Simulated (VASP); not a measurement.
The system is AlSb2Br2.

```
CELL_PARAMETERS angstrom
4.61796 0.00000 0.00000
-2.30898 3.99927 0.00000
0.00000 0.00000 7.84038
ATOMIC_POSITIONS crystal
Al 0.00000 0.00000 0.00000
Sb 0.33333 0.66667 0.62000
Sb 0.66667 0.33333 0.38000
Br 0.33333 0.66667 0.26000
Br 0.66667 0.33333 0.74000
```

* Program: VASP 6.6.1
* Task: relaxation of cell and atoms
* Functional: PBE
* Potentials or basis: VASP PAW PBE potentials, release 64 (Al, Sb_d_GW, Br)
* Cutoff: 500 eV
* k mesh: 6 × 6 × 2
* Occupations: gaussian, width 0.1 eV
* Spin: no spin polarisation

At the start: pressure 9.6 GPa; volume 28.96 Å³/atom.

**Question.** How do energy, volume and symmetry change on relaxing?

**Answer.** Over 22 steps the energy falls by 1182.8 meV/atom and the volume is 33.68 Å³/atom (+16.3 %); space group P-3m1 (No. 164, to 0.1 Å) before and after.

The path:
| step | energy change (eV) | largest force (eV/Å) | pressure (GPa) | volume (Å³) |
| --- | --- | --- | --- | --- |
| 1 | 0.0000 | 4.4607 | 9.56 | 144.80 |
| 2 | -2.2778 | 2.1741 | -1.76 | 184.03 |
| 3 | -2.3331 | 2.1478 | -2.66 | 191.22 |
| 4 | -3.3241 | 1.9576 | -2.73 | 183.55 |
| 5 | -4.8486 | 1.4618 | 1.09 | 160.74 |
| 6 | -4.8582 | 0.7738 | -0.02 | 163.88 |
| 7 | -4.8666 | 1.0346 | 0.39 | 162.68 |
| 8 | -5.2440 | 1.1857 | 0.01 | 161.80 |
| 9 | -5.8495 | 0.3434 | 1.86 | 155.37 |
| 10 | -5.6881 | 1.4340 | -2.66 | 176.84 |
| 11 | -5.8841 | 0.3719 | 0.21 | 161.45 |
| 12 | -5.8843 | 0.3382 | 0.31 | 161.07 |
| 13 | -5.9040 | 0.1467 | -0.17 | 166.35 |
| 14 | -5.9041 | 0.1426 | -0.15 | 166.02 |
| 15 | -5.9065 | 0.1576 | 0.26 | 165.05 |
| 16 | -5.9066 | 0.1263 | 0.19 | 165.22 |
| 17 | -5.9088 | 0.0811 | 0.18 | 165.48 |
| 18 | -5.9116 | 0.0447 | 0.12 | 166.28 |
| 19 | -5.9124 | 0.0597 | 0.02 | 167.04 |
| 20 | -5.9129 | 0.0796 | -0.12 | 168.10 |
| 21 | -5.9134 | 0.0431 | -0.08 | 168.24 |
| 22 | -5.9138 | 0.0145 | -0.04 | 168.41 |

Final structure:
```
Al Sb Br
1.0
     4.11067    0.00000    0.00000
    -2.05534    3.55995    0.00000
     0.00000    0.00000   11.50823
Al Sb Br
1 2 2
Direct
  0.00000 0.00000 0.00000
  0.33333 0.66667 0.57086
  0.66667 0.33333 0.42914
  0.33333 0.66667 0.12403
  0.66667 0.33333 0.87597
```

Caveat: the k points lie up to 0.29 Å⁻¹ apart in the final cell, too coarse for converged energies and pressures of a metal; the volume moved by over 15 % at a fixed basis, so the end points are rough; this functional lacks dispersion, which binds the layers, so the pressure and a relaxed spacing across them are unreliable; an odd number of electrons without spin polarisation forces a metal; a magnetic or distorted state may lie lower.
